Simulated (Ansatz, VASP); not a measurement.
Two plane-wave programs on TiO

```xyz
4
Lattice="2.8516 0.0000 0.0000 -1.4258 2.4696 0.0000 0.0000 0.0000 5.5675" Properties=species:S:1:pos:R:3 pbc="T T T"
Ti    0.0000    1.6464    1.3919
Ti    1.4258    0.8232    4.1756
O     0.0000    0.0000    0.0000
O     0.0000    0.0000    2.7838
```

Alike in both runs: task relaxation of cell and atoms; functional r2SCAN; k mesh 18 × 18 × 8; occupations gaussian, width 0.1 eV; no spin polarisation.

|  | VASP | Ansatz |
| --- | --- | --- |
| version | VASP 6.6.1 | Ansatz 0.2.0 |
| potentials or method | VASP PAW PBE potentials, release 64 (Ti_sv, O), cutoff 600 eV | scalar-relativistic, plane waves, PAW |
| valence electrons in the cell | 36 | 36 |

```csv
,VASP,Ansatz,Ansatz less VASP
"gap on the k mesh at the Fermi level, each at its own relaxed structure (eV)",none,none,-
relaxed volume (Å³/atom),9.64,9.58,-0.061
relaxed length of the cell vector where the two differ most in proportion (Å),5.557,5.541,-0.0161
```

VASP's potentials were made for PBE, not for r2SCAN. A gap of «none» marks a metal or a gap that the smearing closes.
